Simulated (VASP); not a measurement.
Set up this calculation in VASP 6.6.1, as the native input.

| Quantity | Value |
| --- | --- |
| Task | relaxation of the atoms |
| Functional | PBE |
| Potentials or basis | VASP PAW PBE potentials, release 64 (Si, O) |
| Cutoff | 520 eV |
| k mesh | 5 × 5 × 4 |
| Occupations | fermi-dirac, width 0.02 eV |
| Spin | no spin polarisation |
| Dipole correction | no |
| Further INCAR settings | ALGO = Normal; EDIFF = 1e-07; IBRION = 2; EDIFFG = -0.02; NSW = 80 |

The structure of SiO2 lies in POSCAR:

```
SiO2
1.0
    4.9860000000      0.0000000000      0.0000000000
    0.0000000000      4.9860000000      0.0000000000
    0.0000000000      0.0000000000      6.9770000000
Si O
4 8
Direct
    0.2988200000      0.2988200000      0.0000000000
    0.2011800000      0.7988200000      0.2500000000
    0.7011800000      0.7011800000      0.5000000000
    0.7988200000      0.2011800000      0.7500000000
    0.2407800000      0.1017100000      0.1766300000
    0.3982900000      0.7407800000      0.4266300000
    0.7592200000      0.8982900000      0.6766300000
    0.6017100000      0.2592200000      0.9266300000
    0.7407800000      0.3982900000      0.5733700000
    0.8982900000      0.7592200000      0.3233700000
    0.2592200000      0.6017100000      0.0733700000
    0.1017100000      0.2407800000      0.8233700000
```

These files were run (other wordings do the same):

INCAR

```
  ALGO = Normal
  EDIFF = 1E-7
  EDIFFG = -0.02
  ENCUT = 520
  GGA = PE
  IBRION = 2
  ISIF = 2
  ISMEAR = -1
  KPAR = 4
  LASPH = T
  LCHARG = F
  LREAL = F
  LWAVE = F
  NELM = 60
  NSW = 80
  PREC = Accurate
  SIGMA = 0.02
```

KPOINTS

```
k-points
0
Gamma
  5 5 4
```

Potentials or basis: VASP PAW PBE potentials, release 64 (Si, O).

Launch:

```bash
$ cat potpaw_PBE.64/Si/POTCAR potpaw_PBE.64/O/POTCAR > POTCAR
$ mpirun -np 4 vasp_std > vasp.out
```

Results of the run:

```
Energy gained by relaxing    : 10.1 meV/atom
Ionic steps                  : 18
Pressure after relaxing      : 1.2 GPa
Largest force after relaxing : 0.017 eV/Å
Band gap on the k mesh       : 5.61 eV
```

Run time: 7.3 min on 4 MPI ranks on AMD EPYC 9755 128-Core Processor, on a shared host, peak memory 0.3 GiB a rank.
